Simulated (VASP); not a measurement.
A run of VASP 6.6.1 is set up as follows.

File INCAR:

```
SYSTEM = TlNiF4
  PREC = Accurate
  ENCUT = 520
  EDIFF = 1E-7
  ISMEAR = -1
  SIGMA = 0.1
  LREAL = .False.
  LASPH = .True.
  NELM = 150
  ALGO = Normal
  ISIF = 2
  LWAVE = .False.
  LCHARG = .False.
  LMAXMIX = 4
  LDAU = .True.
  LDAUTYPE = 2
  LDAUL = -1 2 -1
  LDAUU = 0 5 0
  LDAUJ = 0 0 0
  LDAUPRINT = 1
  GGA = PE
  NBANDS = 34
```

KPOINTS

```
Automatic mesh
0
Gamma
  5 5 3
  0 0 0
```

The input POSCAR:

```
TlNiF4
1.0
    3.5903086600      0.0000000000      0.0000000000
    0.0000000000      3.5903086600      0.0000000000
    0.0000000000      0.0000000000      6.3101947800
Tl Ni F
1 1 4
Direct
    0.5000000000      0.5000000000      0.5000000000
    0.0000000000      0.0000000000      0.0000000000
    0.5000000000      0.0000000000      0.0000000000
    0.0000000000      0.5000000000      0.0000000000
    0.0000000000      0.0000000000      0.2737000000
    0.0000000000      0.0000000000      0.7263000000
```

Potentials or basis: VASP PAW PBE potentials, release 64 (Tl_d, Ni, F).

Command:

```bash
$ cat potpaw_PBE.64/Tl_d/POTCAR potpaw_PBE.64/Ni/POTCAR potpaw_PBE.64/F/POTCAR > POTCAR
$ mpirun -np 1 vasp_std > vasp.out
```

(1) Estimate the largest force.

(2) What does it give for the pressure?

Results:

(1) 1.853 eV/Å.

(2) 13.1 GPa.

Caveat: an odd number of electrons without spin polarisation forces a metal; a magnetic or distorted state may lie lower; the run has no spin polarisation, though such a crystal can be magnetic; U without spin polarisation on a metal has little footing.
